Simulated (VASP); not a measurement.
# MgS in VASP: further runs

The runs below take MgS through single point, relaxation of cell and atoms, with PBE.

All numbers are computed with VASP 6.6.1; they aren't measurements. Logs are shortened: lines on timing, memory, paths and dates and some standing lists are left out, and cuts for length are marked.

### 1 The cell of the first run

Symmetry: Fm-3m, No. 225, cubic system. The conventional cell has a = 5.302 Å, b = 5.302 Å, c = 5.302 Å, α = 90.00°, β = 90.00°, γ = 90.00°. Mg (site symmetry m-3m) has 6 S at 2.65 Å within 3.5 Å. Within 3.5 Å of S (site symmetry m-3m) lie 6 Mg at 2.65 Å.

### 2 Single point, PBE (strained)

INCAR reads:

```
SYSTEM = MgS
ALGO = Normal ; EDIFF = 1E-7
ENCUT = 520 ; GGA = PE
ISIF = 2 ; ISMEAR = 0
LASPH = .True. ; LCHARG = .False.
LREAL = .False. ; LWAVE = .False.
NBANDS = 11 ; NELM = 60
PREC = Accurate ; SIGMA = 0.02
```

KPOINTS reads:

```
k-points
0
Gamma
  8 8 8
  0 0 0
```

POSCAR reads:

```
MgS
1.0
    0.0000000000      2.6508992345      2.6508992345
    2.6508992345      0.0000000000      2.6508992345
    2.6508992345      2.6508992345      0.0000000000
Mg S
1 1
Direct
    0.0000000000      0.0000000000      0.0000000000
    0.5000000000      0.5000000000      0.5000000000
```

Potentials or basis: VASP PAW PBE potentials, release 64 (Mg, S).

Run with:

```console
$ cat potpaw_PBE.64/Mg/POTCAR potpaw_PBE.64/S/POTCAR > POTCAR
$ mpirun -np 1 vasp_std > vasp.out
```

OUTCAR:

```text
SYSTEM = MgS
   EDIFF = 1E-7
   ENCUT = 520
   GGA = PE
   ISIF = 2
   ISMEAR = 0
   LASPH = .True.
   LREAL = .False.
   NELM = 60
   PREC = Accurate

 ion  position               nearest neighbor table
   1  0.000  0.000  0.000-   2 2.65   2 2.65   2 2.65   2 2.65   2 2.65   2 2.65
   2  0.500  0.500  0.500-   1 2.65   1 2.65   1 2.65   1 2.65   1 2.65   1 2.65

  LATTYP: Found a face centered cubic cell.
 ALAT       =     5.3017984690

  Lattice vectors:

 A1 = (   0.0000000000,   2.6508992345,   2.6508992345)
 A2 = (   2.6508992345,   0.0000000000,   2.6508992345)
 A3 = (   2.6508992345,   2.6508992345,   0.0000000000)

Analysis of symmetry for initial positions (statically):
=====================================================================
 Subroutine PRICEL returns:
 Original cell was already a primitive cell.

 Routine SETGRP: Setting up the symmetry group for a
 face centered cubic supercell.

 Subroutine GETGRP returns: Found 48 space group operations
[... 9 lines left out ...]

 Routine SETGRP: Setting up the symmetry group for a
 face centered cubic supercell.

 Subroutine GETGRP returns: Found 48 space group operations
[... 11 lines left out ...]
                                     Primitive cell

  volume of cell :      37.2572

  direct lattice vectors                    reciprocal lattice vectors
     0.000000000  2.650899235  2.650899235    -0.188615242  0.188615242  0.188615242
     2.650899235  0.000000000  2.650899235     0.188615242 -0.188615242  0.188615242
     2.650899235  2.650899235  0.000000000     0.188615242  0.188615242 -0.188615242

  length of vectors
     3.748937650  3.748937650  3.748937650     0.326691182  0.326691182  0.326691182

  position of ions in fractional coordinates (direct lattice)
     0.000000000  0.000000000  0.000000000
     0.500000000  0.500000000  0.500000000

  ion indices of the primitive-cell ions
   primitive index   ion index
                 1           1
                 2           2

----------------------------------------------------------------------------------------

 KPOINTS: k-points

Automatic generation of k-mesh.
 Grid dimensions read from file:
 generate k-points for:    8    8    8

 Generating k-lattice:

  Cartesian coordinates                     Fractional coordinates (reciprocal lattice)
    -0.023576905  0.023576905  0.023576905     0.125000000  0.000000000  0.000000000
     0.023576905 -0.023576905  0.023576905     0.000000000  0.125000000  0.000000000
     0.023576905  0.023576905 -0.023576905     0.000000000  0.000000000  0.125000000

  Length of vectors
     0.040836398  0.040836398  0.040836398

  Shift w.r.t. Gamma in fractional coordinates (k-lattice)
     0.000000000  0.000000000  0.000000000

 Subroutine IBZKPT returns following result:
 ===========================================

 Found     29 irreducible k-points:

 Following reciprocal coordinates:
            Coordinates               Weight
  0.000000  0.000000  0.000000      1.000000
  0.125000  0.000000  0.000000      8.000000
  0.250000  0.000000  0.000000      8.000000
  0.375000  0.000000  0.000000      8.000000
  0.500000  0.000000  0.000000      4.000000
  0.125000  0.125000  0.000000      6.000000
[... 16 lines left out ...]
  0.500000  0.250000  0.125000     48.000000
 -0.375000  0.250000  0.125000     24.000000
 [... further k-points ...]
   k-points           NKPTS =     29   k-points in BZ     NKDIM =     29   number of bands    NBANDS=     11
   number of dos      NEDOS =    301   number of ions     NIONS =      2
   total plane-waves  NPLWV =  21952
   dimension x,y,z NGX =    28 NGY =   28 NGZ =   28
   dimension x,y,z NGXF=    56 NGYF=   56 NGZF=   56
   ions per type =               1   1
   NGX,Y,Z   is equivalent  to a cutoff of  12.42, 12.42, 12.42 a.u.
   NGXF,Y,Z  is equivalent  to a cutoff of  24.83, 24.83, 24.83 a.u.
 SYSTEM =  MgS
   PREC   = accura    normal or accurate (medium, high low for compatibility)
   ISTART =      0    job   : 0-new  1-cont  2-samecut
   ICHARG =      2    charge: 1-file 2-atom 10-const
   ISPIN  =      1    spin polarized calculation?
   LNONCOLLINEAR =      F non collinear calculations
   LSORBIT =      F    spin-orbit coupling
   LASPH  =      T    aspherical Exc in radial PAW
   ENCUT  =  520.0 eV  38.22 Ry    6.18 a.u.   6.97  6.97  6.97*2*pi/ulx,y,z
   NELM   =     60;   NELMIN=  2; NELMDL= -5     # of ELM steps
   EDIFF  = 0.1E-06   stopping-criterion for ELM
   LREAL  =      F    real-space projection
   EDIFFG = 0.1E-05   stopping-criterion for IOM
   NSW    =      0    number of steps for IOM
   IBRION =     -1    ionic relax: 0-MD 1-quasi-New 2-CG
   NFREE  =      0    steps in history (QN), initial steepest desc. (CG)
   ISIF   =      2    stress and relaxation
   ISYM   =      2    0-nonsym 1-usesym 2-fastsym
   POTIM  = 0.5000    time-step for ionic-motion
   TEBEG  =    0.0;   TEEND  =   0.0 temperature during run
   PSTRESS=    0.0 pullay stress
   NELECT =       8.0000    total number of electrons
   NUPDOWN=      -1.0000    fix difference up-down
   EMIN   =  10.00;   EMAX   =-10.00  energy-range for DOS
   EFERMI =   0.00;   METHOD = LEGACY
   ISMEAR =     0;   SIGMA  =   0.02  broadening in eV -4-tet -1-fermi 0-gaus
   EFERMI_NEDOS =   21; number of points for ismear=-14 and -15
   IALGO  =     38    algorithm
   IMIX   =      4    mixing-type and parameters
     AMIX     =   0.40;   BMIX     =  1.00
     AMIX_MAG =   1.60;   BMIX_MAG =  1.00
  volume/ion in A,a.u.               =      18.63       125.71
  Fermi-wavevector in a.u.,A,eV,Ry     =   0.980321  1.852538 13.075595  0.961029
  Thomas-Fermi vector in A             =   2.111242
   LORBIT       =      0    0 simple, 1 ext, 2 COOP (PROOUT), +10 PAW based schemes
   GGA     = PE    functional components
   LHFCALC =     F    Hartree Fock is set to
   AEXX    =    0.0000 exact exchange contribution
   IVDW    =     0    specifies the selected vdW correction
   LEPSILON=     F    determine dielectric tensor
   LRPA    =     F    only Hartree local field effects (RPA)
 non-spin polarized calculation
 Gauss-broadening in eV      SIGMA  =   0.02
  energy-cutoff  :      520.00
  volume of cell :       37.26
 maximum number of plane-waves:      1018
   NGX = 13   NGY = 13   NGZ = 13

 number of electron       8.0000001 magnetization

 Free energy of the ion-electron system (eV)
  ---------------------------------------------------
  ext. energy  EPLUGINS =         0.00000000
  ---------------------------------------------------
  free energy    TOTEN  =        -8.48708609 eV

  energy without entropy =       -8.48708609  energy(sigma->0) =       -8.48708609

 E-fermi :   3.3943     XC(G=0):  -9.4584

 val. band max:        3.2390512878   @ k =   0.0000   0.0000   0.0000
 cond. band min:       5.8899563669   @ k =   0.5000   0.5000   0.0000
 fundamental gap:      2.6509050792
 Fermi energy:         3.3943449461

 k-point     1 :       0.0000    0.0000    0.0000
  band No.  band energies     occupation
      1      -9.1207      2.00000
      2       3.2391      2.00000
      3       3.2391      2.00000
      4       3.2391      2.00000
      5       6.5206      0.00000
      6      11.2217      0.00000
      7      11.2217      0.00000
      8      11.2217      0.00000
      9      13.5211      0.00000
     10      13.5211      0.00000
     11      15.6396      0.00000

 k-point     2 :       0.1250    0.0000    0.0000
  band No.  band energies     occupation
      1      -8.9830      2.00000
      2       2.2258      2.00000
      3       3.1494      2.00000
      4       3.1494      2.00000
      5       7.3430      0.00000
      6      10.8603      0.00000
      7      11.4406      0.00000
      8      11.4406      0.00000
      9      12.8448      0.00000
     10      12.8448      0.00000
     11      15.5103      0.00000

 k-point     3 :       0.2500    0.0000    0.0000
  band No.  band energies     occupation
      1      -8.6136      2.00000
      2       0.5677      2.00000
      3       2.9526      2.00000
      4       2.9526      2.00000
      5       7.9745      0.00000
      6      10.9895      0.00000
      7      10.9895      0.00000
      8      11.2431      0.00000
      9      13.4261      0.00000
     10      13.4261      0.00000
     11      14.7506      0.00000

 k-point     4 :       0.3750    0.0000    0.0000
  band No.  band energies     occupation
      1      -8.1700      2.00000
      2      -0.7716      2.00000
      3       2.7781      2.00000
      4       2.7781      2.00000
      5       7.8187      0.00000
      6      10.3189      0.00000
      7      10.3189      0.00000
      8      12.4218      0.00000
      9      14.5571      0.00000
     10      15.3148      0.00000
     11      15.3148      0.00000

 k-point     5 :       0.5000    0.0000    0.0000
  band No.  band energies     occupation
      1      -7.9538      2.00000
      2      -1.3012      2.00000
      3       2.7111      2.00000
      4       2.7111      2.00000
      5       7.7033      0.00000
      6      10.0741      0.00000
      7      10.0741      0.00000
      8      12.7379      0.00000
      9      15.0898      0.00000
     10      17.4062      0.00000
     11      17.4062      0.00000
[... 211 lines left out ...]
 k-point    21 :       0.5000    0.5000    0.0000
  band No.  band energies     occupation
      1      -7.6249      2.00000
      2      -0.6680      2.00000
      3       1.6787      2.00000
      4       1.6787      2.00000
      5       5.8900      0.00000
      6       7.7949      0.00000
      7      14.6969      0.00000
      8      15.8948      0.00000
      9      16.0375      0.00000
     10      16.0375      0.00000
     11      18.8323      0.00000

 k-point    22 :       0.3750    0.2500    0.1250
  band No.  band energies     occupation
      1      -8.3266      2.00000
      2       0.3190      2.00000
      3       1.9055      2.00000
      4       2.6277      2.00000
      5       8.7645      0.00000
      6       9.7654      0.00000
      7      10.1343      0.00000
      8      12.1870      0.00000
      9      13.2309      0.00000
     10      15.9604      0.00000
     11      17.6601      0.00000

 k-point    23 :       0.5000    0.2500    0.1250
  band No.  band energies     occupation
      1      -7.9549      2.00000
      2      -0.4453      2.00000
      3       1.4031      2.00000
      4       2.3387      2.00000
      5       8.6909      0.00000
      6       9.5069      0.00000
      7      10.9209      0.00000
      8      11.9698      0.00000
      9      14.6168      0.00000
     10      17.1455      0.00000
     11      17.7216      0.00000

 k-point    24 :      -0.3750    0.2500    0.1250
  band No.  band energies     occupation
      1      -7.7800      2.00000
      2      -0.7965      2.00000
      3       1.2670      2.00000
      4       2.1876      2.00000
      5       8.6620      0.00000
      6       9.2252      0.00000
      7      11.4741      0.00000
      8      12.3778      0.00000
      9      15.2555      0.00000
     10      16.0695      0.00000
     11      18.4556      0.00000

 [... further k-points ...]
[... 5 lines left out ...]
  --------------------------------------------------------------------------------------
  -------------------------------------------------------------------------------------
  Total       -0.7130263     -0.7130263     -0.7130263      0.0000000      0.0000000     -0.0000000
  in kB      -30.6624235    -30.6624235    -30.6624235      0.0000000      0.0000000     -0.0000000
  external PRESSURE =     -30.6624235 kB  Pullay stress =       0.0000000 kB

 VOLUME and BASIS-vectors are now :
 -----------------------------------------------------------------------------
  energy-cutoff  :      520.00
  volume of cell :       37.26
      direct lattice vectors                 reciprocal lattice vectors
     0.000000000  2.650899235  2.650899235    -0.188615242  0.188615242  0.188615242
     2.650899235  0.000000000  2.650899235     0.188615242 -0.188615242  0.188615242
     2.650899235  2.650899235  0.000000000     0.188615242  0.188615242 -0.188615242

 POSITION                                       TOTAL-FORCE (eV/Angst)
 -----------------------------------------------------------------------------------
      0.00000      0.00000      0.00000         0.000000     -0.000000      0.000000
      2.65090      2.65090      2.65090        -0.000000      0.000000      0.000000
 -----------------------------------------------------------------------------------
    total drift:                                0.000000      0.000000      0.000000

  FREE ENERGIE OF THE ION-ELECTRON SYSTEM (eV)
  ---------------------------------------------------
  free  energy   TOTEN  =        -8.4870860946 eV

  energy  without entropy=       -8.4870860946  energy(sigma->0) =       -8.48708609
```

It used 8.9 s of CPU time on 1 thread of AMD EPYC 7R13 Processor (Zen 3) (shared host).

What came out:

* Free energy: -8.4871 eV
* Pressure: -3.1 GPa
* Band gap on the k mesh: 2.65 eV, indirect (least direct gap 3.28 eV)

Caveat: the cell differs from its parent crystal (strained). A k mesh can miss the band edges.

### 3 Single point, PBE (one atom moved)

INCAR reads:

```
SYSTEM = MgS
PREC = Accurate
ENCUT = 520
EDIFF = 1E-6
ISMEAR = 0
SIGMA = 0.02
LREAL = .False.
LASPH = .True.
NELM = 80
ALGO = Normal
ISIF = 2
LWAVE = .False.
LCHARG = .False.
GGA = PE
NBANDS = 11
```

KPOINTS reads:

```
regular mesh
0
Gamma
  8 8 8
  0 0 0
```

POSCAR reads:

```
MgS
1.0
    0.0000000000      2.6016500000      2.6016500000
    2.6016500000      0.0000000000      2.6016500000
    2.6016500000      2.6016500000      0.0000000000
Mg S
1 1
Direct
    0.0092556647      0.0046778006     -0.0292391367
    0.5000000000      0.5000000000      0.5000000000
```

Potentials or basis: VASP PAW PBE potentials, release 64 (Mg, S).

Run with:

```console
$ cat potpaw_PBE.64/Mg/POTCAR potpaw_PBE.64/S/POTCAR > POTCAR
$ mpirun -np 1 vasp_std > vasp.out
```

It used 63 s of CPU time on 1 thread of AMD EPYC 7R13 Processor (Zen 3), with other jobs on the host.

The run converged. Its results:

```yaml
Free_energy: -8.4905 eV
Pressure: 1.1 GPa
Largest_force: 0.253 eV/Å
Band_gap_on_the_k_mesh: 2.77 eV, indirect (least direct gap 3.70 eV)
```

Forces on the atoms (eV/Å):
```
Mg   0.181  0.145 -0.100
S   -0.181 -0.145  0.100
```

Stress tensor (GPa, compression positive):
```
 1.30 -0.05  0.03
-0.05  1.13  0.03
 0.03  0.03  0.96
```

Levels at points of the mesh, in eV from the valence-band top:
```
           k point  band 1  band 2  band 3  band 4  band 5  band 6  band 7  band 8
(0.00, 0.00, 0.00)  -12.67   -0.02   -0.01    0.00    3.70    7.95    7.95    7.96
(0.50, 0.00, 0.00)  -11.37   -4.83   -0.60   -0.59    4.54    6.91    6.91   10.09
(0.00, 0.50, 0.00)  -11.37   -4.83   -0.60   -0.59    4.54    6.91    6.91   10.09
(0.00, 0.00, 0.50)  -11.37   -4.83   -0.60   -0.60    4.55    6.90    6.91   10.09
(0.50, 0.50, 0.50)  -11.37   -4.83   -0.60   -0.59    4.54    6.91    6.91   10.09
(0.50, 0.50, 0.00)  -11.00   -4.20   -1.69   -1.68    2.77    4.39   12.00   12.82
(0.00, 0.50, 0.50)  -11.00   -4.20   -1.69   -1.68    2.77    4.39   11.99   12.82
(0.50, 0.00, 0.50)  -11.00   -4.20   -1.69   -1.68    2.77    4.39   12.00   12.82
```

Caveat: the cell differs from its parent crystal (one atom moved). A k mesh can miss the band edges.

### 4 Single point, PBE

This run uses another cell than the first one, of 17.88 Å³/atom, 0.960 times its volume.

INCAR reads:

```
SYSTEM = MgS
  PREC = Accurate
  ENCUT = 520
  EDIFF = 1E-6
  ISMEAR = 0
  SIGMA = 0.02
  LREAL = .FALSE.
  LASPH = .TRUE.
  NELM = 100
  ALGO = Normal
  ISIF = 2
  LWAVE = .FALSE.
  LCHARG = .FALSE.
  GGA = PE
  NBANDS = 11
```

KPOINTS reads:

```
Automatic mesh
0
G
  8 8 8
  0 0 0
```

POSCAR reads:

```
MgS
1.0
    0.0000000000      2.6148576574      2.6148576574
    2.6148576574      0.0000000000      2.6148576574
    2.6148576574      2.6148576574      0.0000000000
Mg S
1 1
Direct
    0.0000000000      0.0000000000      0.0000000000
    0.5000000000      0.5000000000      0.5000000000
```

Run with:

```console
$ cat potpaw_PBE.64/Mg/POTCAR potpaw_PBE.64/S/POTCAR > POTCAR
$ mpirun -np 1 vasp_std > vasp.out
```

Wall time 9.5 s (1 thread of AMD EPYC 7R13 (Zen 3), shared host); peak memory 0.13 GiB.

The run converged. Its results:

* Free energy: -8.5029 eV
* Pressure: -0.3 GPa
* Band gap on the k mesh: 2.74 eV, indirect (least direct gap 3.59 eV)

Levels at points of the mesh, in eV from the valence-band top:
```tsv
k point	band 2	band 3	band 4	band 5	band 6	band 7
(0.00, 0.00, 0.00)	0.00	0.00	0.00	3.59	7.96	7.96
(0.50, 0.00, 0.00)	-4.75	-0.57	-0.57	4.53	6.89	6.89
(0.50, 0.50, 0.00)	-4.11	-1.65	-1.65	2.74	4.44	11.85
```

A k mesh can miss the band edges.

### 5 Relaxation of cell and atoms, PBE

This run uses another cell than the first one, of 17.61 Å³/atom, 0.945 times its volume.

INCAR reads:

```
PREC     = Accurate       # precision mode
ENCUT    = 600            # plane-wave cutoff, eV
EDIFF    = 1E-6           # SCF threshold, eV
ISMEAR   = 0              # smearing method
SIGMA    = 0.02           # smearing width, eV
LREAL    = F              # projectors in reciprocal space
LASPH    = T              # aspherical terms in the spheres
NELM     = 100            # most SCF steps
ALGO     = Normal         # electronic algorithm
ISIF     = 3              # what is computed and relaxed
LWAVE    = F              # write WAVECAR
LCHARG   = F              # write CHGCAR
GGA      = PE             # functional
IBRION   = 2              # ionic algorithm
NSW      = 100            # ionic steps
EDIFFG   = -0.005         # ionic threshold
```

KPOINTS reads:

```
Automatic mesh
0
Gamma
  8 8 8
```

POSCAR reads:

```
MgS
1.0
    0.0000000000      2.6016500000      2.6016500000
    2.6016500000      0.0000000000      2.6016500000
    2.6016500000      2.6016500000      0.0000000000
Mg S
1 1
Direct
    0.0000000000      0.0000000000      0.0000000000
    0.5000000000      0.5000000000      0.5000000000
```

Run with:

```console
$ cat potpaw_PBE.64/Mg/POTCAR potpaw_PBE.64/S/POTCAR > POTCAR
$ mpirun -np 1 vasp_std > vasp.out
```

It took 18 s on 1 thread of AMD EPYC 7R13 (Zen 3), shared host; peak memory 0.14 GiB.

Results (log left out):

| Item | Value |
| --- | --- |
| Free energy | -8.5034 eV |
| Relaxed volume | 17.81 Å³/atom |
| Relaxed cell | a = 3.693 Å, b = 3.693 Å, c = 3.693 Å, α = 60.00°, β = 60.00°, γ = 60.00° |
| Space group after relaxing (to 0.05 Å) | Fm-3m (No. 225) |
| Energy gained by relaxing | 0.6 meV/atom |
| Ionic steps | 3 |
| Pressure after relaxing | 0.0 GPa |
| Band gap on the k mesh | 2.75 eV, indirect (least direct gap 3.62 eV) |

The path:
| step | energy change (eV) | largest force (eV/Å) | pressure (GPa) | volume (Å³) |
| --- | --- | --- | --- | --- |
| 1 | 0.0000 | 0.0000 | 0.89 | 35.22 |
| 2 | -0.0011 | 0.0000 | -0.19 | 35.72 |
| 3 | -0.0011 | 0.0000 | 0.00 | 35.63 |

Final structure:
```
Mg S
1.0
     0.00000    2.61167    2.61167
     2.61167    0.00000    2.61167
     2.61167    2.61167    0.00000
Mg S
1 1
Direct
  0.00000 0.00000 0.00000
  0.50000 0.50000 0.50000
```

Levels at points of the mesh, in eV from the valence-band top:
```csv
k point,band 2,band 3,band 4,band 5,band 6,band 7
"(0.00, 0.00, 0.00)",0.00,0.00,0.00,3.62,7.96,7.96
"(0.50, 0.00, 0.00)",-4.77,-0.58,-0.58,4.53,6.89,6.89
"(0.50, 0.50, 0.00)",-4.13,-1.66,-1.66,2.75,4.43,11.89
```

A k mesh can miss the band edges. PBE usually gives volumes a little too large and moduli too small.

### 6 Overview

```csv
task,cell,cutoff (eV),gap on the mesh (eV),pressure (GPa)
single point,"a = 3.749 Å, angles 60.0°, 2 atoms",520,2.65,-3.1
single point,"a = 3.679 Å, angles 60.0°, 2 atoms",520,2.77,1.1
single point,"a = 3.698 Å, angles 60.0°, 2 atoms",520,2.74,-0.3
relaxation of cell and atoms,"relaxed from a = 3.679 Å, angles 60.0°, 2 atoms",600,2.75,0.0
```

Alike in all rows: level PBE; potentials or basis VASP PAW PBE potentials, release 64 (Mg, S); no spin polarisation; k mesh 8 × 8 × 8; smearing gaussian 0.02 eV.

Absolute energies hang on the potentials; compare differences alone.
